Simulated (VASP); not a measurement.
# Be (P6_3/mmc) in VASP: further runs, part 2 of 2

VASP 6.6.1. Earlier steps stand in the parts before.

## (4) Relaxation of cell and atoms, PBEsol

This run uses another cell than the first one, of 8.11 Å³/atom, 1.034 times its volume.

INCAR reads:

```
SYSTEM = Be
PREC     = Accurate       ! precision mode
ENCUT    = 600            ! plane-wave cutoff, eV
EDIFF    = 1E-6           ! SCF threshold, eV
ISMEAR   = -1             ! smearing method
SIGMA    = 0.1            ! smearing width, eV
LREAL    = .FALSE.        ! projectors in reciprocal space
LASPH    = .TRUE.         ! aspherical terms in the spheres
NELM     = 80             ! most SCF steps
ALGO     = Normal         ! electronic algorithm
ISIF     = 3              ! what is computed and relaxed
LWAVE    = .FALSE.        ! write WAVECAR
LCHARG   = .FALSE.        ! write CHGCAR
GGA      = PS             ! functional
IBRION   = 2              ! ionic algorithm
NSW      = 100            ! ionic steps
EDIFFG   = -0.002         ! ionic threshold
```

KPOINTS reads:

```
regular mesh
0
G
  24 24 14
  0 0 0
```

POSCAR reads:

```
Be
1.0
    2.2853000000      0.0000000000      0.0000000000
   -1.1426500000      1.9791278553      0.0000000000
    0.0000000000      0.0000000000      3.5842000000
Be
2
Direct
    0.3333333333      0.6666666667      0.2500000000
    0.6666666667      0.3333333333      0.7500000000
```

Potentials or basis: VASP PAW PBE potentials, release 64 (Be).

Started as:

```
> cat potpaw_PBE.64/Be/POTCAR > POTCAR
> mpirun -np 1 vasp_std > vasp.out
```

OUTCAR:

```text
SYSTEM = Be
   PREC = Accurate
   ENCUT = 600
   EDIFF = 1E-6
   ISMEAR = -1
   LREAL = .FALSE.
   LASPH = .TRUE.
   NELM = 80
   ISIF = 3
   GGA = PS
   IBRION = 2
   NSW = 100
   EDIFFG = -0.002

 ion  position               nearest neighbor table
   1  0.333  0.667  0.250-   2 2.23   2 2.23   2 2.23   2 2.23   2 2.23   2 2.23
   2  0.667  0.333  0.750-   1 2.23   1 2.23   1 2.23   1 2.23   1 2.23   1 2.23

  LATTYP: Found a hexagonal cell.
 ALAT       =     2.2853000000
 C/A-ratio  =     1.5683717674

  Lattice vectors:

 A1 = (   2.2853000000,   0.0000000000,   0.0000000000)
 A2 = (  -1.1426500000,   1.9791278553,   0.0000000000)
 A3 = (   0.0000000000,   0.0000000000,   3.5842000000)

Analysis of symmetry for initial positions (statically):
=====================================================================
 Subroutine PRICEL returns:
 Original cell was already a primitive cell.

 Routine SETGRP: Setting up the symmetry group for a
 hexagonal supercell.

 Subroutine GETGRP returns: Found 24 space group operations
 (whereof 12 operations were pure point group operations)
 out of a pool of 24 trial point group operations.

The static configuration has the point symmetry D_3d.
 The point group associated with its full space group is D_6h.

Analysis of symmetry for dynamics (positions and initial velocities):
=====================================================================
 Subroutine PRICEL returns:
 Original cell was already a primitive cell.

 Routine SETGRP: Setting up the symmetry group for a
 hexagonal supercell.

 Subroutine GETGRP returns: Found 24 space group operations
 (whereof 12 operations were pure point group operations)
 out of a pool of 24 trial point group operations.

The dynamic configuration has the point symmetry D_3d.
 The point group associated with its full space group is D_6h.

 Subroutine INISYM returns: Found 24 space group operations
 (whereof 12 operations are pure point group operations),
 and found     1 'primitive' translations

----------------------------------------------------------------------------------------

                                     Primitive cell

  volume of cell :      16.2110

  direct lattice vectors                    reciprocal lattice vectors
     2.285300000  0.000000000  0.000000000     0.437579311  0.252636533  0.000000000
    -1.142650000  1.979127855  0.000000000     0.000000000  0.505273066  0.000000000
     0.000000000  0.000000000  3.584200000     0.000000000  0.000000000  0.279002288

  length of vectors
     2.285300000  2.285300000  3.584200000     0.505273066  0.505273066  0.279002288

  position of ions in fractional coordinates (direct lattice)
     0.333333333  0.666666667  0.250000000
     0.666666667  0.333333333  0.750000000

  ion indices of the primitive-cell ions
   primitive index   ion index
                 1           1
                 2           2

----------------------------------------------------------------------------------------

 KPOINTS: regular mesh

Automatic generation of k-mesh.
[... 25 lines left out ...]
  0.083333 -0.000000  0.000000      6.000000
  0.125000  0.000000  0.000000      6.000000
  0.166667  0.000000  0.000000      6.000000
  0.208333 -0.000000  0.000000      6.000000
[... 16 lines left out ...]
  0.416667  0.041667  0.000000     12.000000
  0.458333  0.041667  0.000000     12.000000
 [... further k-points ...]
   k-points           NKPTS =    488   k-points in BZ     NKDIM =    488   number of bands    NBANDS=      6
   number of dos      NEDOS =    301   number of ions     NIONS =      2
   total plane-waves  NPLWV =   9720
   dimension x,y,z NGX =    18 NGY =   18 NGZ =   30
   dimension x,y,z NGXF=    36 NGYF=   36 NGZF=   60
   ions per type =               2
   NGX,Y,Z   is equivalent  to a cutoff of  13.09, 13.09, 13.91 a.u.
   NGXF,Y,Z  is equivalent  to a cutoff of  26.19, 26.19, 27.83 a.u.
 SYSTEM =  Be
   PREC   = accura    normal or accurate (medium, high low for compatibility)
   ISTART =      0    job   : 0-new  1-cont  2-samecut
   ICHARG =      2    charge: 1-file 2-atom 10-const
   ISPIN  =      1    spin polarized calculation?
   LNONCOLLINEAR =      F non collinear calculations
   LSORBIT =      F    spin-orbit coupling
   LASPH  =      T    aspherical Exc in radial PAW
   ENCUT  =  600.0 eV  44.10 Ry    6.64 a.u.   4.56  4.56  7.16*2*pi/ulx,y,z
   NELM   =     80;   NELMIN=  2; NELMDL= -5     # of ELM steps
   EDIFF  = 0.1E-05   stopping-criterion for ELM
   LREAL  =      F    real-space projection
   EDIFFG = -.2E-02   stopping-criterion for IOM
   NSW    =    100    number of steps for IOM
   IBRION =      2    ionic relax: 0-MD 1-quasi-New 2-CG
   NFREE  =      1    steps in history (QN), initial steepest desc. (CG)
   ISIF   =      3    stress and relaxation
   ISYM   =      2    0-nonsym 1-usesym 2-fastsym
   POTIM  = 0.5000    time-step for ionic-motion
   TEBEG  =    0.0;   TEEND  =   0.0 temperature during run
   PSTRESS=    0.0 pullay stress
   NELECT =       4.0000    total number of electrons
   NUPDOWN=      -1.0000    fix difference up-down
   EMIN   =  10.00;   EMAX   =-10.00  energy-range for DOS
   EFERMI =   0.00;   METHOD = LEGACY
   ISMEAR =    -1;   SIGMA  =   0.10  broadening in eV -4-tet -1-fermi 0-gaus
   EFERMI_NEDOS =   21; number of points for ismear=-14 and -15
   IALGO  =     38    algorithm
   IMIX   =      4    mixing-type and parameters
     AMIX     =   0.40;   BMIX     =  1.00
     AMIX_MAG =   1.60;   BMIX_MAG =  1.00
  volume/ion in A,a.u.               =       8.11        54.70
  Fermi-wavevector in a.u.,A,eV,Ry     =   1.026814  1.940397 14.345258  1.054347
  Thomas-Fermi vector in A             =   2.160726
   LORBIT       =      0    0 simple, 1 ext, 2 COOP (PROOUT), +10 PAW based schemes
   GGA     = PS    functional components
   LHFCALC =     F    Hartree Fock is set to
   AEXX    =    0.0000 exact exchange contribution
   IVDW    =     0    specifies the selected vdW correction
   LEPSILON=     F    determine dielectric tensor
   LRPA    =     F    only Hartree local field effects (RPA)
 conjugate gradient relaxation of ions
 non-spin polarized calculation
  energy-cutoff  :      600.00
  volume of cell :       16.21
 maximum number of plane-waves:       557
   NGX =  9   NGY =  9   NGZ = 15

--------------------------------------- Ionic step        1  -------------------------------------------

 number of electron       4.0000000 magnetization

 Free energy of the ion-electron system (eV)
  ---------------------------------------------------
  ext. energy  EPLUGINS =         0.00000000
  ---------------------------------------------------
  free energy    TOTEN  =        -7.99195781 eV

  energy without entropy =       -7.98635599  energy(sigma->0) =       -7.98915690

------------------------ aborting loop because EDIFF is reached ----------------------------------------

  FORCE on cell =-STRESS in cart. coord.  units (eV):
  Direction    XX          YY          ZZ          XY          YZ          ZX
  --------------------------------------------------------------------------------------
  -------------------------------------------------------------------------------------
  Total       -0.3904471     -0.3904471     -0.2974611      0.0000000     -0.0000000      0.0000000
  in kB      -38.5889922    -38.5889922    -29.3989274      0.0000000     -0.0000000      0.0000000
  external PRESSURE =     -35.5256373 kB  Pullay stress =       0.0000000 kB
[... 239 lines left out ...]
--------------------------------------- Ionic step        8  -------------------------------------------

 number of electron       4.0000000 magnetization

 Free energy of the ion-electron system (eV)
  ---------------------------------------------------
  ext. energy  EPLUGINS =         0.00000000
  ---------------------------------------------------
  free energy    TOTEN  =        -7.99763953 eV

  energy without entropy =       -7.99208986  energy(sigma->0) =       -7.99486469

 E-fermi :   7.0474     XC(G=0): -10.6268

 val. band max:        7.0110682552   @ k =   0.2917   0.2917   0.0000
 cond. band min:       7.0662645634   @ k =   0.2917   0.2500   0.0000
 fundamental gap:      0.0551963082
 Fermi energy:         7.0473543673

 k-point     1 :       0.0000    0.0000    0.0000
  band No.  band energies     occupation
      1      -4.3128      2.00000
      2       2.5793      2.00000
      3       8.2031      0.00002
      4      23.1331      0.00000
      5      23.1331      0.00000
      6      25.9888      0.00000
[... 199 lines left out ...]
 k-point    24 :       0.4583    0.0417    0.0000
  band No.  band energies     occupation
      1       1.9057      2.00000
      2       4.1336      2.00000
      3      10.5640      0.00000
      4      13.7950      0.00000
      5      13.8123      0.00000
      6      15.4972      0.00000

 [... further k-points ...]
[... 5 lines left out ...]
  --------------------------------------------------------------------------------------
  -------------------------------------------------------------------------------------
  Total        0.0005092      0.0005092      0.0003986      0.0000000      0.0000000      0.0000000
  in kB        0.0518870      0.0518870      0.0406183      0.0000000      0.0000000      0.0000000
  external PRESSURE =       0.0481308 kB  Pullay stress =       0.0000000 kB
[... 17 lines left out ...]
  FREE ENERGIE OF THE ION-ELECTRON SYSTEM (eV)
  ---------------------------------------------------
  free  energy   TOTEN  =        -7.9976395256 eV

  energy  without entropy=       -7.9920898583  energy(sigma->0) =       -7.99486469

 reached required accuracy - stopping structural energy minimisation
```

It took 67 s on 1 thread of Intel Xeon Platinum 8375C at 2.90GHz (Ice Lake), shared host; peak memory 0.17 GiB.

Results:

```
Free energy                            : -7.9976 eV
Relaxed volume                         : 7.86 Å³/atom
Relaxed cell                           : a = 2.259 Å, b = 2.259 Å, c = 3.558 Å, α = 90.00°, β = 90.00°, γ = 120.00°
Space group after relaxing (to 0.05 Å) : P6_3/mmc (No. 194)
Energy gained by relaxing              : 2.8 meV/atom
Ionic steps                            : 8
Pressure after relaxing                : 0.0 GPa
Band gap on the k mesh                 : zero (band 2 reaches 8.03 eV, above the bottom of band 3 at 5.97 eV)
```

Step by step:
```tsv
step	energy change (eV)	largest force (eV/Å)	pressure (GPa)	volume (Å³)
1	0.0000	0.0000	-3.55	16.21
2	-0.0055	0.0000	-0.52	15.79
3	-0.0057	0.0000	0.02	15.72
4	-0.0057	0.0000	0.09	15.71
5	-0.0057	0.0000	0.07	15.71
6	-0.0057	0.0000	0.06	15.71
7	-0.0057	0.0000	0.06	15.71
8	-0.0057	0.0000	0.00	15.72
```

Final structure:
```yaml
crystal:
  lattice:
    - [2.25890, 0.00000, 0.00000]
    - [-1.12945, 1.95626, 0.00000]
    - [0.00000, 0.00000, 3.55791]
  atoms:
    - { symbol: Be, position: [0.33333, 0.66667, 0.25000] }
    - { symbol: Be, position: [0.66667, 0.33333, 0.75000] }
```

Caveat: the PAW data sets were made with another functional, which shifts forces and pressure a little.

## (5) Overview

| cell | gap on the mesh (eV) | pressure (GPa) |
| --- | --- | --- |
| relaxed to 10 GPa from a = 2.257, b = 2.257, c = 3.554 Å, angles 90.0, 90.0, 120.0°, 2 atoms | none | 10.0 |
| relaxed to 15 GPa from a = 2.257, b = 2.257, c = 3.554 Å, angles 90.0, 90.0, 120.0°, 2 atoms | none | 15.0 |
| relaxed from a = 2.285, b = 2.285, c = 3.584 Å, angles 90.0, 90.0, 120.0°, 2 atoms | none | 0.0 |

Alike in all rows: task relaxation of cell and atoms; level PBEsol; potentials or basis VASP PAW PBE potentials, release 64 (Be); no spin polarisation; k mesh 24 × 24 × 14; cutoff (eV) 600; smearing fermi-dirac 0.1 eV.

Caveats: the PAW data sets were made with another functional, which shifts forces and pressure a little; the cell is relaxed towards a set pressure, so the enthalpy falls and the energy may rise (some runs).

Absolute energies hang on the potentials; compare differences alone.
